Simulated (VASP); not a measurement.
# Mg3Ga2Sn2GeP8 (P1) in VASP: single point with PBE

Aim: the single point of Mg3Ga2Sn2GeP8 with PBE.

Program: VASP 6.6.1. These are calculated values, not measurements. Logs are shortened: lines on timing, memory, paths and dates and some standing lists are left out, and cuts for length are marked.

## 1. The cell of the first run

The typed cell holds 16 atoms: a = 8.128 Å, b = 8.134 Å, c = 8.125 Å, α = 60.12°, β = 60.38°, γ = 59.99°.

## 2. Single point, PBE

File INCAR:

```
SYSTEM = Mg3Ga2Sn2GeP8
PREC = Accurate
ENCUT = 520
EDIFF = 1E-7
ISMEAR = 0
SIGMA = 0.1
LREAL = Auto
LASPH = .True.
NELM = 80
ALGO = Normal
ISIF = 2
LWAVE = .False.
LCHARG = .False.
GGA = PE
ISYM = 0
NBANDS = 71
```

File KPOINTS:

```
regular mesh
0
Gamma
  3 3 3
  0 0 0
```

File POSCAR:

```
Mg3Ga2Sn2GeP8
1.0
   -5.7656679563      5.7285089553     -0.0158342922
   -5.7571685240     -0.0070638266      5.7453831699
    0.0196816554      5.7323982936      5.7577692712
Mg P Ga Ge Sn
3 8 2 1 2
Direct
    0.0074248103      0.0093313185      0.9816129824
    0.0132487571      0.5027199922      0.9858981245
    0.5055900954      0.5013721370      0.9865443169
    0.8611868062      0.8809442975      0.3708166665
    0.3886758688      0.8705937454      0.3671722183
    0.8617413541      0.3845420937      0.3699196715
    0.8599539032      0.8756168439      0.8900849849
    0.3844280204      0.3679450639      0.3755623579
    0.3844967009      0.8805008894      0.8638599911
    0.8706417130      0.3733012488      0.8921491821
    0.3836069571      0.3682205503      0.8693090074
    0.5054702806      0.0157182680      0.9697964541
    0.4962046188      0.4841928611      0.5201726856
    0.4926679953      0.9999754074      0.5128101617
    0.9905393051      0.9984902307      0.5165764022
    0.9905933533      0.4856046002      0.5277221455
```

Potentials or basis: VASP PAW PBE potentials, release 64 (Mg, P, Ga_d, Ge_d, Sn_d).

Command:

```console
cat potpaw_PBE.64/Mg/POTCAR potpaw_PBE.64/P/POTCAR potpaw_PBE.64/Ga_d/POTCAR potpaw_PBE.64/Ge_d/POTCAR potpaw_PBE.64/Sn_d/POTCAR > POTCAR
mpirun -np 1 vasp_std > vasp.out
```

OUTCAR:

```text
SYSTEM = Mg3Ga2Sn2GeP8
   PREC = Accurate
   ENCUT = 520
   EDIFF = 1E-7
   ISMEAR = 0
   LREAL = Auto
   LASPH = .True.
   NELM = 80
   ISIF = 2
   GGA = PE
   ISYM = 0

 ion  position               nearest neighbor table
   1  0.007  0.009  0.982-  10 2.43   7 2.48   9 2.51   4 2.60
   2  0.013  0.503  0.986-  10 2.43  11 2.46   7 2.49   6 2.56
   3  0.506  0.501  0.987-  10 2.44  11 2.47   9 2.52   8 2.59
   4  0.861  0.881  0.371-  14 2.46   1 2.60  15 2.61  16 2.63
   5  0.389  0.871  0.367-  14 2.52  13 2.57  12 2.65  15 2.65
   6  0.862  0.385  0.370-  13 2.44   2 2.56  15 2.57  16 2.58
[... 8 lines left out ...]
  15  0.991  0.998  0.517-   7 2.49   6 2.57   4 2.61   5 2.65
  16  0.991  0.486  0.528-  10 2.43   6 2.58   8 2.63   4 2.63

IMPORTANT INFORMATION: All symmetrisations will be switched off!
NOSYMM: (Re-)initialisation of all symmetry stuff for point group C_1.

----------------------------------------------------------------------------------------

                                     Primitive cell

  volume of cell :     381.1873

  direct lattice vectors                    reciprocal lattice vectors
    -5.765667956  5.728508955 -0.015834292    -0.086507336  0.087257703 -0.086577505
    -5.757168524 -0.007063827  5.745383170    -0.086766276 -0.087088619  0.087001464
     0.019681655  5.732398294  5.757769271     0.086341723  0.087141239  0.086625972

  length of vectors
     8.127668335  8.133539640  8.124819047     0.150309980  0.150605674  0.150175057

  position of ions in fractional coordinates (direct lattice)
     0.007424810  0.009331319  0.981612982
     0.013248757  0.502719992  0.985898124
     0.505590095  0.501372137  0.986544317
     0.861186806  0.880944298  0.370816666
     0.388675869  0.870593745  0.367172218
     0.861741354  0.384542094  0.369919671
[... 8 lines left out ...]
     0.990539305  0.998490231  0.516576402
     0.990593353  0.485604600  0.527722146

  ion indices of the primitive-cell ions
   primitive index   ion index
                 1           1
                 2           2
                 3           3
                 4           4
                 5           5
                 6           6
[... 8 lines left out ...]
                15          15
                16          16

----------------------------------------------------------------------------------------

 KPOINTS: regular mesh

Automatic generation of k-mesh.
 Grid dimensions read from file:
 generate k-points for:    3    3    3

 Generating k-lattice:

  Cartesian coordinates                     Fractional coordinates (reciprocal lattice)
    -0.028835779  0.029085901 -0.028859168     0.333333333  0.000000000  0.000000000
    -0.028922092 -0.029029540  0.029000488     0.000000000  0.333333333  0.000000000
     0.028780574  0.029047080  0.028875324     0.000000000  0.000000000  0.333333333

  Length of vectors
     0.050103327  0.050201891  0.050058352

  Shift w.r.t. Gamma in fractional coordinates (k-lattice)
     0.000000000  0.000000000  0.000000000

 Subroutine IBZKPT returns following result:
 ===========================================

 Found     14 irreducible k-points:

 Following reciprocal coordinates:
            Coordinates               Weight
  0.000000  0.000000  0.000000      1.000000
  0.333333  0.000000  0.000000      2.000000
  0.000000  0.333333  0.000000      2.000000
  0.333333  0.333333  0.000000      2.000000
 -0.333333  0.333333  0.000000      2.000000
 -0.000000 -0.000000  0.333333      2.000000
  0.333333  0.000000  0.333333      2.000000
 -0.333333 -0.000000  0.333333      2.000000
 -0.000000  0.333333  0.333333      2.000000
  0.333333  0.333333  0.333333      2.000000
 -0.333333  0.333333  0.333333      2.000000
 -0.000000 -0.333333  0.333333      2.000000
  0.333333 -0.333333  0.333333      2.000000
 -0.333333 -0.333333  0.333333      2.000000
   k-points           NKPTS =     14   k-points in BZ     NKDIM =     14   number of bands    NBANDS=     71
   number of dos      NEDOS =    301   number of ions     NIONS =     16
   total plane-waves  NPLWV = 216000
   dimension x,y,z NGX =    60 NGY =   60 NGZ =   60
   dimension x,y,z NGXF=   120 NGYF=  120 NGZF=  120
   ions per type =               3   8   2   1   2
   NGX,Y,Z   is equivalent  to a cutoff of  12.27, 12.26, 12.28 a.u.
   NGXF,Y,Z  is equivalent  to a cutoff of  24.55, 24.53, 24.55 a.u.
 SYSTEM =  Mg3Ga2Sn2GeP8
   PREC   = accura    normal or accurate (medium, high low for compatibility)
   ISTART =      0    job   : 0-new  1-cont  2-samecut
   ICHARG =      2    charge: 1-file 2-atom 10-const
   ISPIN  =      1    spin polarized calculation?
   LNONCOLLINEAR =      F non collinear calculations
   LSORBIT =      F    spin-orbit coupling
   LASPH  =      T    aspherical Exc in radial PAW
   ENCUT  =  520.0 eV  38.22 Ry    6.18 a.u.  15.11 15.12 15.11*2*pi/ulx,y,z
   NELM   =     80;   NELMIN=  2; NELMDL= -5     # of ELM steps
   EDIFF  = 0.1E-06   stopping-criterion for ELM
   LREAL  =      T    real-space projection
   EDIFFG = 0.1E-05   stopping-criterion for IOM
   NSW    =      0    number of steps for IOM
   IBRION =     -1    ionic relax: 0-MD 1-quasi-New 2-CG
   NFREE  =      0    steps in history (QN), initial steepest desc. (CG)
   ISIF   =      2    stress and relaxation
   ISYM   =      0    0-nonsym 1-usesym 2-fastsym
   POTIM  = 0.5000    time-step for ionic-motion
   TEBEG  =    0.0;   TEEND  =   0.0 temperature during run
   PSTRESS=    0.0 pullay stress
   NELECT =     114.0000    total number of electrons
   NUPDOWN=      -1.0000    fix difference up-down
   EMIN   =  10.00;   EMAX   =-10.00  energy-range for DOS
   EFERMI =   0.00;   METHOD = LEGACY
   ISMEAR =     0;   SIGMA  =   0.10  broadening in eV -4-tet -1-fermi 0-gaus
   EFERMI_NEDOS =   21; number of points for ismear=-14 and -15
   IALGO  =     38    algorithm
   IMIX   =      4    mixing-type and parameters
     AMIX     =   0.40;   BMIX     =  1.00
     AMIX_MAG =   1.60;   BMIX_MAG =  1.00
  volume/ion in A,a.u.               =      23.82       160.77
  Fermi-wavevector in a.u.,A,eV,Ry     =   1.094789  2.068851 16.307431  1.198562
  Thomas-Fermi vector in A             =   2.231100
   LORBIT       =      0    0 simple, 1 ext, 2 COOP (PROOUT), +10 PAW based schemes
   GGA     = PE    functional components
   LHFCALC =     F    Hartree Fock is set to
   AEXX    =    0.0000 exact exchange contribution
   IVDW    =     0    specifies the selected vdW correction
   LEPSILON=     F    determine dielectric tensor
   LRPA    =     F    only Hartree local field effects (RPA)
 non-spin polarized calculation
 Gauss-broadening in eV      SIGMA  =   0.10
  energy-cutoff  :      520.00
  volume of cell :      381.19
 maximum number of plane-waves:     10291
   NGX = 31   NGY = 31   NGZ = 31

 number of electron     113.9999996 magnetization

 Free energy of the ion-electron system (eV)
  ---------------------------------------------------
  ext. energy  EPLUGINS =         0.00000000
  ---------------------------------------------------
  free energy    TOTEN  =       -69.79901828 eV

  energy without entropy =      -69.79282666  energy(sigma->0) =      -69.79592247

 E-fermi :   3.9255     XC(G=0):  -8.9842

 val. band max:        3.8751358673   @ k =   0.0000   0.0000   0.0000
 cond. band min:       3.9333229935   @ k =   0.0000   0.0000   0.0000
 fundamental gap:      0.0581871262
 Fermi energy:         3.9254700778

 k-point     1 :       0.0000    0.0000    0.0000
  band No.  band energies     occupation
      1     -21.2236      2.00000
      2     -21.2196      2.00000
      3     -21.1931      2.00000
      4     -21.1885      2.00000
      5     -21.1751      2.00000
      6     -17.8316      2.00000
[... 61 lines left out ...]
     68       7.2069      0.00000
     69       7.4714      0.00000

 k-point     2 :       0.3333    0.0000    0.0000
  band No.  band energies     occupation
      1     -21.2236      2.00000
      2     -21.2196      2.00000
      3     -21.1931      2.00000
      4     -21.1885      2.00000
      5     -21.1751      2.00000
      6     -17.8316      2.00000
[... 61 lines left out ...]
     68       7.5308      0.00000
     69       7.6802      0.00000

 k-point     3 :       0.0000    0.3333    0.0000
  band No.  band energies     occupation
      1     -21.2236      2.00000
      2     -21.2196      2.00000
      3     -21.1931      2.00000
      4     -21.1885      2.00000
      5     -21.1751      2.00000
      6     -17.8313      2.00000
[... 781 lines left out ...]
     68       7.6471      0.00000
     69       7.9510      0.00000

 k-point    14 :      -0.3333   -0.3333    0.3333
  band No.  band energies     occupation
      1     -21.2236      2.00000
      2     -21.2196      2.00000
      3     -21.1931      2.00000
      4     -21.1885      2.00000
      5     -21.1751      2.00000
      6     -17.8313      2.00000
[... 61 lines left out ...]
     68       7.7567      0.00000
     69       7.9525      0.00000
 [bands above 69 left out]

------------------------ aborting loop because EDIFF is reached ----------------------------------------

  FORCE on cell =-STRESS in cart. coord.  units (eV):
  Direction    XX          YY          ZZ          XY          YZ          ZX
  --------------------------------------------------------------------------------------
  -------------------------------------------------------------------------------------
  Total       -0.2037598     -0.2201004     -0.2337974     -0.0889703     -0.0232571     -0.0807986
  in kB       -0.8564277     -0.9251093     -0.9826792     -0.3739530     -0.0977525     -0.3396064
  external PRESSURE =      -0.9214054 kB  Pullay stress =       0.0000000 kB

 VOLUME and BASIS-vectors are now :
 -----------------------------------------------------------------------------
  energy-cutoff  :      520.00
  volume of cell :      381.19
      direct lattice vectors                 reciprocal lattice vectors
    -5.765667956  5.728508955 -0.015834292    -0.086507336  0.087257703 -0.086577505
    -5.757168524 -0.007063827  5.745383170    -0.086766276 -0.087088619  0.087001464
     0.019681655  5.732398294  5.757769271     0.086341723  0.087141239  0.086625972

 POSITION                                       TOTAL-FORCE (eV/Angst)
 -----------------------------------------------------------------------------------
     -0.07721      5.66946      5.70540         0.006752      0.000748     -0.003714
     -2.95123      5.72391      8.56468         0.026609     -0.007396     -0.006339
     -5.78213      8.54800      8.55286         0.004970     -0.008260      0.005399
    -10.02976      7.05276      7.18280         0.006970     -0.004158      0.005084
     -7.24590      4.32516      7.10983         0.036887     -0.016865     -0.011592
     -7.17511      7.05430      4.32561        -0.010859      0.004839     -0.011702
[... 8 lines left out ...]
    -11.44943      8.62848      8.69535        -0.008483      0.005786      0.015216
     -8.49675      8.69631      5.81280        -0.015765      0.023800      0.032252
 -----------------------------------------------------------------------------------
    total drift:                               -0.005089     -0.006137     -0.003080

  FREE ENERGIE OF THE ION-ELECTRON SYSTEM (eV)
  ---------------------------------------------------
  free  energy   TOTEN  =       -69.7990182807 eV

  energy  without entropy=      -69.7928266619  energy(sigma->0) =      -69.79592247
```

It took 26 min on 1 thread of Intel Xeon 8259CL, shared host; peak memory 0.65 GiB.

Results:

- Free energy: -69.7990 eV
- Pressure: -0.1 GPa
- Largest force: 0.047 eV/Å
- Band gap on the k mesh: 0.06 eV

Forces in eV/Å, atoms in the order of the input:
```
Mg   0.007  0.001 -0.004
Mg   0.027 -0.007 -0.006
Mg   0.005 -0.008  0.005
P    0.007 -0.004  0.005
P    0.037 -0.017 -0.012
P   -0.011  0.005 -0.012
P    0.011 -0.004 -0.022
P    0.019 -0.016 -0.023
P    0.005 -0.008 -0.011
P   -0.002 -0.018 -0.022
P    0.015 -0.013 -0.009
Ga  -0.035  0.012  0.018
Ga  -0.027  0.022  0.028
Ge  -0.033  0.028  0.017
Sn  -0.008  0.006  0.015
Sn  -0.016  0.024  0.032
```

Caveat: semilocal functionals underestimate gaps, and a narrow one can read as zero; spin-orbit coupling is left out, which moves the levels of the heavy elements.
